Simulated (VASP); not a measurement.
Sc4Mo: relaxation of cell and atoms with PBE

The system is Sc4Mo.

```xyz
5
Lattice="4.4089 0.0000 0.0000 0.0000 4.4089 0.0000 0.0000 0.0000 4.4089" Properties=species:S:1:pos:R:3 pbc="T T T"
Sc    2.2045    2.2045    2.2045
Sc    0.0000    2.2045    2.2045
Sc    2.2045    0.0000    2.2045
Sc    2.2045    2.2045    0.0000
Mo    0.0000    0.0000    0.0000
```

```json
{"Program": "VASP 6.6.1", "Task": "relaxation of cell and atoms", "Functional": "PBE", "Potentials or basis": "VASP PAW PBE potentials, release 64 (Sc_sv, Mo_sv)", "Cutoff": "600 eV", "k mesh": "4 × 4 × 4", "Occupations": "gaussian, width 0.1 eV", "Spin": "no spin polarisation", "Dipole correction": "no", "Further INCAR settings": "ALGO = Fast; EDIFF = 1e-06; IBRION = 2; EDIFFG = -0.04; NSW = 90; ISIF = 3"}
```

```yaml
Relaxed_volume: 22.56 Å³/atom
Relaxed_cell: a = 4.832 Å, b = 4.832 Å, c = 4.832 Å, α = 90.00°, β = 90.00°, γ = 90.00°
Space_group_after_relaxing_to_0.05_Å: Pm-3m (No. 221)
Energy_gained_by_relaxing: 290.9 meV/atom
Ionic_steps: 4
Pressure_after_relaxing: 0.0 GPa
Band_gap_on_the_k_mesh: zero (band 29 reaches 4.86 eV, above the bottom of band 30 at 3.96 eV)
```

Step by step:
```
step  energy change (eV)  largest force (eV/Å)  pressure (GPa)  volume (Å³)
   1              0.0000                0.0000           22.19        85.70
   2             -1.4133                0.0000           -2.19       118.64
   3             -1.4534                0.0000            0.38       111.87
   4             -1.4544                0.0000           -0.03       112.79
```

Final structure:
```
CELL_PARAMETERS angstrom
4.83164 0.00000 0.00000
0.00000 4.83164 0.00000
0.00000 0.00000 4.83164
ATOMIC_POSITIONS crystal
Sc 0.50000 0.50000 0.50000
Sc 0.00000 0.50000 0.50000
Sc 0.50000 0.00000 0.50000
Sc 0.50000 0.50000 0.00000
Mo 0.00000 0.00000 0.00000
```

Levels at points of the mesh, in eV from the Fermi level:
```
           k point  band 25  band 26  band 27  band 28  band 29  band 30  band 31  band 32  band 33  band 34
(0.00, 0.00, 0.00)    -1.65    -1.65    -0.55    -0.55    -0.52     0.08     0.08     0.08     1.78     1.78
(0.50, 0.00, 0.00)    -1.11    -1.07    -0.62    -0.62    -0.58    -0.53    -0.07     0.28     1.13     1.66
(0.50, 0.50, 0.00)    -1.33    -1.33    -0.39    -0.26     0.37     0.41     0.70     0.73     1.01     1.01
(0.50, 0.50, 0.50)    -0.50    -0.50    -0.50     0.14     0.14     1.06     1.06     1.06     1.15     1.50
```

It took 5 min on 1 thread of Intel(R) Xeon(R) Platinum 8259CL CPU @ 2.50GHz (Skylake/Cascade Lake), on a shared host, peak memory 0.22 GiB.

Caveat: the volume moved by over 15 % at a fixed basis, so the end points are rough.
